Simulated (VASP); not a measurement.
A run of VASP 6.6.1 is set up as follows.

POSCAR

```
BaZrO3
1.0
    4.2993502365      0.0000000000      0.0000000000
    0.0000000000      4.2993502365      0.0000000000
    0.0000000000      0.0000000000      3.9554022176
Ba Zr O
1 1 3
Direct
    0.5000000000      0.5000000000      0.5000000000
    0.0000000000      0.0000000000      0.0000000000
    0.5000000000      0.0000000000      0.0000000000
    0.0000000000      0.5000000000      0.0000000000
    0.0000000000      0.0000000000      0.5000000000
```

Contents of INCAR.step1:

```
SYSTEM = BaZrO3
ALGO = Normal
EDIFF = 1E-4
ENCUT = 520
GGA = PE
ISMEAR = 0
LASPH = .TRUE.
LCHARG = .FALSE.
LREAL = .FALSE.
LWAVE = .TRUE.
NBANDS = 28
NELM = 60
PREC = Accurate
SIGMA = 0.05
```

The input INCAR.step2:

```
SYSTEM = BaZrO3
ALGO = Normal
EDIFF = 1E-7
ENCUT = 520
ISIF = 2
ISMEAR = 0
ISTART = 1
LASPH = .TRUE.
LCHARG = .TRUE.
LELF = .TRUE.
LMIXTAU = .TRUE.
LREAL = .FALSE.
LVHAR = .TRUE.
LWAVE = .FALSE.
METAGGA = R2SCAN
NBANDS = 28
NELM = 60
PREC = Accurate
SIGMA = 0.05
```

File KPOINTS:

```
k-points
0
G
  6 6 6
  0 0 0
```

Potentials or basis: VASP PAW PBE potentials, release 64 (Ba_sv, Zr_sv, O).

Command:

```sh
$ cat potpaw_PBE.64/Ba_sv/POTCAR potpaw_PBE.64/Zr_sv/POTCAR potpaw_PBE.64/O/POTCAR > POTCAR
$ cp INCAR.step1 INCAR
$ mpirun -np 1 vasp_std > vasp.out
$ cp INCAR.step2 INCAR
$ mpirun -np 1 vasp_std > vasp.out
```

Problem. Estimate the pressure.

Solution. 5.9 GPa.

Problem. Estimate the band gap on the k mesh.

Solution. 3.42 eV (least direct gap 3.55 eV).

Stress tensor (GPa, compression positive):
```
-2.24  0.00  0.00
 0.00 -2.24  0.00
 0.00  0.00 22.29
```

Caveat: the stress differs along the axes, from -2 to 22 GPa; the PAW data sets were made with another functional, which shifts forces and pressure a little; spin-orbit coupling is left out, which moves the levels of the heavy elements. A k mesh can miss the band edges.
